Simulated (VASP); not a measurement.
ErC3:

```
Er C
1.0
     2.49598   -2.49541    0.00000
     2.49598    2.49541    0.00000
     0.00000    0.00000    3.45103
Er C
1 3
Direct
  0.00000 0.00000 0.00000
  0.50000 0.50000 0.00000
  0.00000 0.50000 0.50000
  0.50000 0.00000 0.50000
```

The cell was built from a structure type or drawn by symmetry, and may not be a known phase.

Base run:

| Property | Result |
| --- | --- |
| Program | VASP 6.6.1 |
| Functional | PBE |
| Potentials or basis | VASP PAW PBE potentials, release 64 (Er, C) |
| Cutoff | 520 eV |
| k mesh | 5 × 5 × 7 |
| Occupations | gaussian, width 0.2 eV |
| Spin | no spin polarisation |

Its results: band gap on the k mesh zero (bands 17 and 18 overlap by 0.32 eV); pressure -12.2 GPa.

The run is repeated on the same cell with these changes: potentials or basis from VASP PAW PBE potentials, release 64 (Er, C) to VASP PAW PBE potentials, release 64 (Er_3, C), 4f in core; cutoff from 520 eV to 600 eV; further incar settings from ALGO = Normal; EDIFF = 1e-06; NBANDS = 25 to ALGO = Normal; EDIFF = 1e-06; NBANDS = 18; valence electrons from 34 to 21. What comes out?

Band gap on the k mesh zero (an odd number of electrons rules out a gap without spin polarisation); pressure 0.8 GPa.

Caveats: spin-orbit coupling is left out, which moves the levels of the heavy elements; the cell stands under tension (at least some runs); semilocal functionals describe open f shells poorly, which spoils levels, moments and volumes (at least some runs); the 4f electrons are frozen in the core, so they carry no moment and show no levels (at least some runs).
